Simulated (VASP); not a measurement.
# Zr3SiO: single point with PBE

Zr3SiO:

```xyz
5
Lattice="3.9303 0.0000 0.0000 0.0000 3.9303 0.0000 0.0000 0.0000 4.0409" Properties=species:S:1:pos:R:3 pbc="T T T"
Zr    0.0000    1.9651    0.2595
Zr    1.9651    0.0000    0.2595
Zr    0.0000    0.0000    2.2183
Si    0.0000    0.0000    0.4043
O     1.9651    1.9651    2.3540
```

The cell was built from a structure type or drawn by symmetry, and may not be a known phase.

```json
{
  "Program": "VASP 6.6.1",
  "Task": "single point",
  "Functional": "PBE",
  "Potentials or basis": "VASP PAW PBE potentials, release 64 (Zr_sv, Si, O)",
  "Cutoff": "520 eV",
  "k mesh": "4 × 4 × 4",
  "Occupations": "gaussian, width 0.1 eV",
  "Spin": "no spin polarisation",
  "Dipole correction": "no",
  "Further INCAR settings": "ALGO = Normal; EDIFF = 1e-07; NBANDS = 31"
}
```

| Item | Value |
| --- | --- |
| Pressure | 148.2 GPa |
| Largest force | 16.439 eV/Å |
| Band gap on the k mesh | zero (bands 23 and 24 overlap by 1.74 eV) |

Forces on the atoms (eV/Å):
```
Zr    0.000   0.000  -2.750
Zr    0.000   0.000  -2.750
Zr    0.000   0.000  16.439
Si    0.000   0.000 -11.365
O     0.000   0.000   0.426
```

Stress tensor (GPa, compression positive):
```
147.80   0.00   0.00
  0.00 147.80   0.00
  0.00   0.00 149.02
```

Levels at points of the mesh, in eV from the Fermi level:
```tsv
k point	band 21	band 22	band 23	band 24	band 25	band 26
(0.00, 0.00, 0.00)	-2.41	-2.27	-2.18	2.25	2.59	3.30
(0.50, 0.00, 0.00)	-0.64	-0.49	-0.48	0.03	0.19	0.45
(0.50, 0.50, 0.00)	-0.68	-0.68	1.04	1.04	1.25	2.31
(0.00, 0.00, 0.50)	-1.40	-0.32	-0.01	0.13	0.13	0.41
(0.50, 0.00, 0.50)	-0.67	-0.59	0.70	1.10	1.19	2.15
(0.50, 0.50, 0.50)	-0.65	0.15	0.15	0.57	0.95	0.95
```

Run time: 36 s on 1 thread of Intel(R) Xeon(R) Platinum 8488C (Sapphire Rapids) (shared host), peak memory 0.17 GiB.

Caveat: the k points lie up to 0.40 Å⁻¹ apart, too coarse for converged energies and pressures of a metal; atoms lie so close that the PAW spheres overlap strongly, which falsifies energies and pressures; forces of over 1 eV/Å act on the atoms, so gaps and moduli don't describe the material at rest.
